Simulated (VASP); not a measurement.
# C (P6_3/mmc) in VASP: a series of runs, part 2 of 2

VASP 6.6.1. The steps go on from the part before.

## (5) Single point, LDA (strained cell)

File INCAR:

```
PREC     = Accurate       # precision mode
ENCUT    = 910            # plane-wave cutoff, eV
EDIFF    = 1E-6           # SCF threshold, eV
ISMEAR   = 0              # smearing method
SIGMA    = 0.02           # smearing width, eV
LREAL    = False          # projectors in reciprocal space
LASPH    = True           # aspherical terms in the spheres
NELM     = 120            # most SCF steps
ALGO     = Normal         # electronic algorithm
ISIF     = 2              # what is computed and relaxed
LWAVE    = False          # write WAVECAR
LCHARG   = True           # write CHGCAR
LELF     = True           # ELF
LVHAR    = True         
NBANDS   = 16             # bands
GGA_COMPAT= False
```

File KPOINTS:

```
regular mesh
0
Gamma
  9 9 6
```

File POSCAR:

```
C
1.0
    2.4839259520      0.0000000000      0.0000000000
   -1.2419629760      2.1511429755      0.0000000000
    0.0000000000      0.0000000000      4.0945232323
C
4
Direct
    0.3333333333      0.6666666667     -0.0002355119
    0.6666666667      0.3333333333      0.4997644881
    0.3333333333      0.6666666667      0.3742355119
    0.6666666667      0.3333333333      0.8742355119
```

Potentials or basis: VASP PAW LDA potentials, release 64 (C_h).

Started as:

```bash
cat potpaw_LDA.64/C_h/POTCAR > POTCAR
mpirun -np 1 vasp_std > vasp.out
```

OUTCAR:

```text
PREC = Accurate
   ENCUT = 910
   EDIFF = 1E-6
   ISMEAR = 0
   LREAL = False
   LASPH = True
   NELM = 120
   ISIF = 2

 ion  position               nearest neighbor table
   1  0.333  0.667  1.000-   4 1.52   4 1.52   4 1.52
   2  0.667  0.333  0.500-   3 1.52   3 1.52   3 1.52
   3  0.333  0.667  0.374-   2 1.52   2 1.52   2 1.52
   4  0.667  0.333  0.874-   1 1.52   1 1.52   1 1.52

  LATTYP: Found a hexagonal cell.
 ALAT       =     2.4839259520
 C/A-ratio  =     1.6484079282

  Lattice vectors:

 A1 = (   2.4839259520,   0.0000000000,   0.0000000000)
 A2 = (  -1.2419629760,   2.1511429755,   0.0000000000)
 A3 = (   0.0000000000,   0.0000000000,   4.0945232323)

Analysis of symmetry for initial positions (statically):
=====================================================================
 Subroutine PRICEL returns:
 Original cell was already a primitive cell.

 Routine SETGRP: Setting up the symmetry group for a
 hexagonal supercell.

 Subroutine GETGRP returns: Found 24 space group operations
 (whereof  6 operations were pure point group operations)
[... 173 lines left out ...]
 cond. band min:      14.7639412685   @ k =   0.3333   0.3333   0.0000
 fundamental gap:      2.9989084491
 Fermi energy:        11.9694743609

 k-point     1 :       0.0000    0.0000    0.0000
  band No.  band energies     occupation
      1     -10.3835      2.00000
      2      -4.3966      2.00000
      3      -2.3662      2.00000
      4       8.4709      2.00000
      5       8.4709      2.00000
      6      11.2431      2.00000
[... 433 lines left out ...]
      3       0.3409      2.00000
      4       1.2030      2.00000
      5       1.2030      2.00000
      6       4.0583      2.00000
[... 8 lines left out ...]
     15      27.6481      0.00000
     16      27.6481      0.00000

 [... further k-points ...]

------------------------ aborting loop because EDIFF is reached ----------------------------------------

  FORCE on cell =-STRESS in cart. coord.  units (eV):
  Direction    XX          YY          ZZ          XY          YZ          ZX
  --------------------------------------------------------------------------------------
  -------------------------------------------------------------------------------------
  Total        0.0708591      0.0708591      2.0679097      0.0000000      0.0000000      0.0000000
  in kB        5.1891332      5.1891332    151.4366118      0.0000000      0.0000000      0.0000000
  external PRESSURE =      53.9382928 kB  Pullay stress =       0.0000000 kB

 VOLUME and BASIS-vectors are now :
 -----------------------------------------------------------------------------
  energy-cutoff  :      910.00
  volume of cell :       21.88
      direct lattice vectors                 reciprocal lattice vectors
     2.483925952  0.000000000  0.000000000     0.402588491  0.232434573  0.000000000
    -1.241962976  2.151142975  0.000000000     0.000000000  0.464869147  0.000000000
     0.000000000  0.000000000  4.094523232     0.000000000  0.000000000  0.244228679

 POSITION                                       TOTAL-FORCE (eV/Angst)
 -----------------------------------------------------------------------------------
     -0.00000      1.43410      4.09356        -0.000000     -0.000000     -0.000827
      1.24196      0.71705      2.04630         0.000000      0.000000     -0.000827
     -0.00000      1.43410      1.53232        -0.000000     -0.000000      0.000827
      1.24196      0.71705      3.57958         0.000000     -0.000000      0.000827
 -----------------------------------------------------------------------------------
    total drift:                               -0.000000      0.000000      0.000001

  FREE ENERGIE OF THE ION-ELECTRON SYSTEM (eV)
  ---------------------------------------------------
  free  energy   TOTEN  =       -40.4210871681 eV

  energy  without entropy=      -40.4210871681  energy(sigma->0) =      -40.42108717
```

Wall time 15 s (1 thread of AMD EPYC 9R45 (Zen 5), shared host); peak memory 0.12 GiB.

Results:

```
Free energy            : -40.4211 eV
Pressure               : 5.4 GPa
Band gap on the k mesh : 3.00 eV, indirect (least direct gap 4.86 eV)
```

Caveat: the cell differs from its parent crystal (strained cell); the cutoff is under 1.25 times the usual one of these potentials, so pressure, stress and relaxed cells hold a basis-set (Pulay) error.

## (6) Summary

| task | potentials or basis | cell | cutoff (eV) | second run | gap on the mesh (eV) | pressure (GPa) |
| --- | --- | --- | --- | --- | --- | --- |
| relaxation of the atoms | VASP PAW LDA potentials, release 64 (C) | atoms relaxed from a = 2.483, b = 2.483, c = 4.095 Å, angles 90.0, 90.0, 120.0°, 4 atoms | 520 | - | 2.99 | 6.6 |
| relaxation of the atoms | VASP PAW LDA potentials, release 64 (C) | atoms relaxed from a = 2.489, b = 2.489, c = 4.095 Å, angles 90.0, 90.0, 120.0°, 4 atoms | 520 | - | 3.02 | 4.3 |
| single point | VASP PAW LDA potentials, release 64 (C_h) | a = 2.436, b = 2.436, c = 4.095 Å, angles 90.0, 90.0, 120.0°, 4 atoms | 910 | hard_potentials | 2.77 | 25.5 |
| single point | VASP PAW LDA potentials, release 64 (C_h) | a = 2.484, b = 2.484, c = 4.095 Å, angles 90.0, 90.0, 120.0°, 4 atoms | 910 | hard_potentials | 3.00 | 5.4 |

Alike in all rows: level LDA; no spin polarisation; k mesh 9 × 9 × 6; smearing gaussian 0.02 eV.

Caveats: the cutoff is under 1.25 times the usual one of these potentials, so pressure, stress and relaxed cells hold a basis-set (Pulay) error (some runs); the relaxation stopped at its first step, so nothing moved (some runs).

Absolute energies hang on the potentials; compare differences alone.
